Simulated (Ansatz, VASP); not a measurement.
## NaCl in VASP and in Ansatz

```
Cl Na
1.0
     0.00000    2.79406    2.79406
     2.79406    0.00000    2.79406
     2.79406    2.79406    0.00000
Cl Na
1 1
Direct
  0.50000 0.50000 0.50000
  0.00000 0.00000 0.00000
```

Alike in both runs: functional r2SCANh; k mesh 4 × 4 × 4; occupations fermi-dirac, width 0.05 eV; no spin polarisation.

|  | VASP | Ansatz |
| --- | --- | --- |
| version | VASP 6.6.1 | Ansatz 0.2.0 |
| potentials or method | VASP PAW PBE potentials, release 64 (Cl, Na_pv) | Ansatz PAW |
| plane-wave cutoff (eV) | 520 | 500 |
| valence electrons in the cell | 14 | 16 |
| task | single point | band structure |

```csv
,VASP,Ansatz,Ansatz less VASP
gap on the k mesh at the Fermi level (eV),6.74,6.72,-0.026
least direct gap on the mesh (eV),6.74,6.72,-0.026
pressure (GPa),0.1,0.2,+0.16
```

VASP's potentials were made for PBE, not for r2SCANh. VASP's potentials hold 14 valence electrons a cell and Ansatz's 16, so a difference there can come from the potentials and not from the codes.

The k mesh is coarse, so the values compare programs but aren't converged.
